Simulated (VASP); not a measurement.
# RuBr2: relaxation of shape and atoms at fixed volume with PBEsol

Crystal: RuBr2.

```
CELL_PARAMETERS angstrom
3.74891 0.00000 0.00000
-1.87446 3.24665 0.00000
0.00000 0.00000 5.83797
ATOMIC_POSITIONS crystal
Ru 0.00000 0.00000 0.00000
Br 0.33333 0.66667 0.22140
Br 0.66667 0.33333 0.77860
```

```json
{"Program": "VASP 6.6.1", "Task": "relaxation of shape and atoms at fixed volume", "Functional": "PBEsol", "Potentials or basis": "VASP PAW PBE potentials, release 64 (Ru_pv, Br)", "Cutoff": "600 eV", "k mesh": "10 × 10 × 6", "Occupations": "gaussian, width 0.05 eV", "Spin": "no spin polarisation", "Dipole correction": "no", "Further INCAR settings": "ALGO = Normal; EDIFF = 1e-06; IBRION = 2; EDIFFG = -0.01; NSW = 60; ISIF = 4"}
```

| Quantity | Value |
| --- | --- |
| Energy gained by relaxing | 2.0 meV/atom |
| Ionic steps | 6 |
| Pressure after relaxing | -0.2 GPa |
| Band gap on the k mesh | 0.83 eV (least direct gap 0.87 eV) |

The path:
```tsv
step	energy change (eV)	largest force (eV/Å)	pressure (GPa)	volume (Å³)
1	0.0000	0.1887	-1.60	71.06
2	-0.0034	0.1075	-1.10	71.06
3	-0.0054	0.0053	-0.40	71.06
4	-0.0055	0.0249	-0.28	71.06
5	-0.0058	0.0110	-0.23	71.06
6	-0.0059	0.0018	-0.19	71.06
```

Final structure:
```yaml
crystal:
  lattice:
    - [3.72713, 0.00000, 0.00000]
    - [-1.86357, 3.22779, 0.00000]
    - [0.00000, 0.00000, 5.90639]
  atoms:
    - { symbol: Ru, position: [0.00000, 0.00000, 0.00000] }
    - { symbol: Br, position: [0.33333, 0.66667, 0.21754] }
    - { symbol: Br, position: [0.66667, 0.33333, 0.78246] }
```

Levels at points of the mesh, in eV from the valence-band top:
| k point | band 10 | band 11 | band 12 | band 13 | band 14 | band 15 | band 16 | band 17 | band 18 |
| --- | --- | --- | --- | --- | --- | --- | --- | --- | --- |
| (0.00, 0.00, 0.00) | -2.77 | -2.44 | -1.40 | -1.40 | -0.40 | 1.82 | 1.82 | 3.29 | 4.19 |
| (0.50, 0.00, 0.00) | -4.19 | -4.15 | -1.28 | -0.67 | -0.52 | 1.68 | 1.92 | 5.28 | 5.34 |
| (0.00, 0.00, 0.50) | -2.85 | -2.85 | -1.41 | -1.41 | -0.27 | 1.97 | 1.97 | 4.50 | 5.37 |
| (0.50, 0.00, 0.50) | -4.06 | -3.42 | -1.35 | -0.68 | -0.52 | 1.69 | 1.81 | 4.64 | 4.86 |

Run time: 4.8 min on 1 thread of Intel(R) Xeon(R) 6975P-C (Granite Rapids), with other jobs on the host, peak memory 0.28 GiB.

Caveat: the PAW data sets were made with another functional, which shifts forces and pressure a little; this functional lacks dispersion, which binds layers or chains, so the pressure and a relaxed spacing across them are unreliable. A k mesh can miss the band edges.
